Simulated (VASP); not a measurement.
Runs of VASP 6.6.1 on LiH. The structure is that of space group C2/c (No. 15), or close to it. The cells are those of the table. The cell was generated, and may not be a known phase.

```csv
task,cell,k mesh,cutoff (eV),smearing,gap on the mesh (eV),pressure (GPa),relaxed volume (Å³/atom)
relaxation of cell and atoms,"relaxed from a = 3.343, b = 3.343, c = 8.110 Å, angles 93.6, 93.6, 124.9°, 4 atoms",10 × 10 × 4,600,gaussian 0.02 eV,1.91,0.0,(a)
single point,"a = 3.343, b = 3.343, c = 7.598 Å, angles 94.0, 94.0, 124.7°, 4 atoms",10 × 10 × 10,520,gaussian 0.1 eV,1.87,-,-
relaxation of cell and atoms,"relaxed from a = 3.343, b = 3.343, c = 7.598 Å, angles 94.0, 94.0, 124.7°, 4 atoms",10 × 10 × 4,600,gaussian 0.02 eV,1.87,0.0,17.26
single point,"a = 3.457 Å, angles 93.5, 93.5, 151.4°, 4 atoms",10 × 10 × 10,520,gaussian 0.1 eV,none,-,-
relaxation of cell and atoms,"relaxed from a = 3.457 Å, angles 93.5, 93.5, 151.4°, 4 atoms",10 × 10 × 10,600,gaussian 0.1 eV,none,-0.2,9.00
single point,"a = 3.343, b = 3.343, c = 8.110 Å, angles 93.6, 93.6, 124.9°, 4 atoms",10 × 10 × 4,520,gaussian 0.02 eV,1.91,-,-
```

Alike in all rows: level PBE; potentials or basis VASP PAW PBE potentials, release 64 (Li_sv, H); no spin polarisation.

Q: Estimate the missing entries.

A: (a) 18.42.

Caveats: some runs use coarse meshes; the cutoff is under 1.25 times the usual one of these potentials, so pressure, stress and relaxed cells hold a basis-set (Pulay) error; atoms lie so close that the PAW spheres overlap strongly, which falsifies energies and pressures (at least some runs); the volume moved by over 15 % at a fixed basis, so the end points are rough (at least some runs).

A k mesh can miss the band edges.

A gap of «none» marks levels without a gap at the run's occupations.
